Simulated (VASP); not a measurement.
A run of VASP 6.6.1 is set up as follows.

Contents of POSCAR:

```
BaTiO3
1.0
    2.8132672699      1.6242406155      2.3098169335
   -2.8132672699      1.6242406155      2.3098169335
    0.0000000000     -3.2484812311      2.3098169335
Ba Ti O
1 1 3
Direct
    0.0012849266      0.0012849266      0.0012849266
    0.5147591811      0.5147591811      0.5147591811
    0.4882121036      0.9786326851      0.4882121036
    0.4882121036      0.4882121036      0.9786326851
    0.9786326851      0.4882121036      0.4882121036
```

INCAR.step1

```
PREC     = Accurate       # precision mode
ENCUT    = 600            # plane-wave cutoff, eV
ISMEAR   = 0              # smearing method
SIGMA    = 0.02           # smearing width, eV
LREAL    = F              # projectors in reciprocal space
LASPH    = T              # aspherical terms in the spheres
NELM     = 60             # most SCF steps
GGA      = PE             # functional
ALGO     = Normal         # electronic algorithm
EDIFF    = 1E-4           # SCF threshold, eV
LWAVE    = T              # write WAVECAR
LCHARG   = F              # write CHGCAR
```

INCAR.step2

```
PREC     = Accurate       # precision mode
ENCUT    = 600            # plane-wave cutoff, eV
EDIFF    = 1E-6           # SCF threshold, eV
ISMEAR   = 0              # smearing method
SIGMA    = 0.02           # smearing width, eV
LREAL    = F              # projectors in reciprocal space
LASPH    = T              # aspherical terms in the spheres
NELM     = 60             # most SCF steps
ALGO     = Normal         # electronic algorithm
ISIF     = 3              # what is computed and relaxed
LWAVE    = F              # write WAVECAR
LCHARG   = F              # write CHGCAR
METAGGA  = R2SCAN         # meta-GGA
LMIXTAU  = T            
IBRION   = 2              # ionic algorithm
NSW      = 70             # ionic steps
EDIFFG   = -0.008         # ionic threshold
PSTRESS  = 30.0         
ISTART   = 1
```

The input KPOINTS:

```
regular mesh
0
Gamma
  6 6 6
```

Potentials or basis: VASP PAW PBE potentials, release 64 (Ba_sv, Ti_sv, O).

Run with:

```bash
$ cat potpaw_PBE.64/Ba_sv/POTCAR potpaw_PBE.64/Ti_sv/POTCAR potpaw_PBE.64/O/POTCAR > POTCAR
$ cp INCAR.step1 INCAR
$ mpirun -np 1 vasp_std > vasp.out
$ cp INCAR.step2 INCAR
$ mpirun -np 1 vasp_std > vasp.out
```

Question: Estimate the relaxed volume.

Answer: 12.82 Å³/atom.

Question: What does it give for the band gap on the k mesh?

Answer: 2.61 eV (least direct gap 2.95 eV).

Question: Predict the relaxed cell.

Answer: a = 4.002 Å, b = 4.002 Å, c = 4.002 Å, α = 89.90°, β = 89.90°, γ = 89.90°.

Final structure:
```
Ba Ti O
1.0
     2.82764    1.63254    2.31477
    -2.82764    1.63254    2.31477
     0.00000   -3.26508    2.31477
Ba Ti O
1 1 3
Cartesian
  0.0000 0.0000 6.9380
  0.0000 0.0000 3.5425
  -1.3941 0.8049 4.5413
  0.0000 -1.6097 4.5413
  1.3941 0.8049 4.5413
```

Caveat: the cell is relaxed towards a set pressure, so the run minimises the enthalpy, not the energy; the PAW data sets were made with another functional, which shifts forces and pressure a little; spin-orbit coupling is left out, which moves the levels of the heavy elements. A k mesh can miss the band edges.
